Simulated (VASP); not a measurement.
CoO: single point with PBE+U

The system is CoO.

```
Co O
1.0
     0.00000    2.31925    2.31925
     2.31925    0.00000    2.31925
     2.31925    2.31925    0.00000
Co O
1 1
Direct
  0.00000 0.00000 0.00000
  0.25000 0.25000 0.25000
```

- Program: VASP 6.6.1
- Task: single point
- Functional: PBE
- Potentials or basis: VASP PAW PBE potentials, release 64 (Co, O)
- Cutoff: 520 eV
- k mesh: 14 × 14 × 14
- Occupations: gaussian, width 0.02 eV
- Spin: no spin polarisation
- Hubbard terms: Co d U = 3.32 eV

| Quantity | Value |
| --- | --- |
| Pressure | -23.1 GPa |
| Band gap on the k mesh | zero (an odd number of electrons rules out a gap without spin polarisation) |

Levels at points of the mesh, in eV from the Fermi level:
| k point | band 3 | band 4 | band 5 | band 6 | band 7 | band 8 | band 9 | band 10 | band 11 | band 12 |
| --- | --- | --- | --- | --- | --- | --- | --- | --- | --- | --- |
| (0.00, 0.00, 0.00) | -5.18 | -5.18 | -1.99 | -1.99 | 0.37 | 1.20 | 1.20 | 1.20 | 13.99 | 13.99 |
| (0.50, 0.00, 0.00) | -5.01 | -5.01 | -1.74 | -1.74 | -0.89 | 0.44 | 0.44 | 5.72 | 6.92 | 13.42 |
| (0.50, 0.50, 0.00) | -4.66 | -4.66 | -1.71 | -1.53 | -1.37 | -0.27 | -0.27 | 5.56 | 9.50 | 10.89 |

Eigenvalues of the final occupation matrices:
| site | spin | trace | eigenvalues |
| --- | --- | --- | --- |
| site 1 d | 1 | 3.68 | 0.61 0.61 0.61 0.93 0.93 |
| site 1 d | 2 | 3.68 | 0.61 0.61 0.61 0.93 0.93 |

It took 23 s on 1 thread of AMD EPYC 9R45 96-Core Processor (Zen 5), on a shared host, peak memory 0.13 GiB.

Caveat: the cell stands under tension; an odd number of electrons without spin polarisation forces a metal; a magnetic or distorted state may lie lower; the run has no spin polarisation, though such a crystal can be magnetic; U without spin polarisation on a metal has little footing. Spin polarisation is off, so any magnetic state and its effect on volume and gap are missing.
